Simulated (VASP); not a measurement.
Input of a VASP 6.6.1 run:

Contents of INCAR:

```
PREC = Accurate
ENCUT = 600
EDIFF = 1E-6
ISMEAR = 0
SIGMA = 0.15
LREAL = False
LASPH = True
NELM = 200
ALGO = Normal
ISIF = 2
LWAVE = False
LCHARG = True
ISPIN = 2
MAGMOM = 0.4 0
LORBIT = 11
NUPDOWN = 0.4
LMAXMIX = 4
GGA = PE
LELF = True
LVHAR = True
NBANDS = 20
GGA_COMPAT = False
```

Contents of KPOINTS:

```
Automatic mesh
0
Gamma
  18 18 18
```

File POSCAR:

```
ZrN
1.0
    0.0000000000      2.2743205313      2.2743205313
    2.2743205313      0.0000000000      2.2743205313
    2.2743205313      2.2743205313      0.0000000000
Zr N
1 1
Direct
    0.0000000000      0.0000000000      0.0000000000
    0.5000000000      0.5000000000      0.5000000000
```

Potentials or basis: VASP PAW PBE potentials, release 64 (Zr_sv, N).

Run with:

```console
$ cat potpaw_PBE.64/Zr_sv/POTCAR potpaw_PBE.64/N/POTCAR > POTCAR
$ mpirun -np 1 vasp_std > vasp.out
```

Q: Predict the pressure.

A: 9.2 GPa.

Caveat: the cell stands under pressure; the total moment is fixed, so each spin has its own Fermi level and the state may be an excited one.
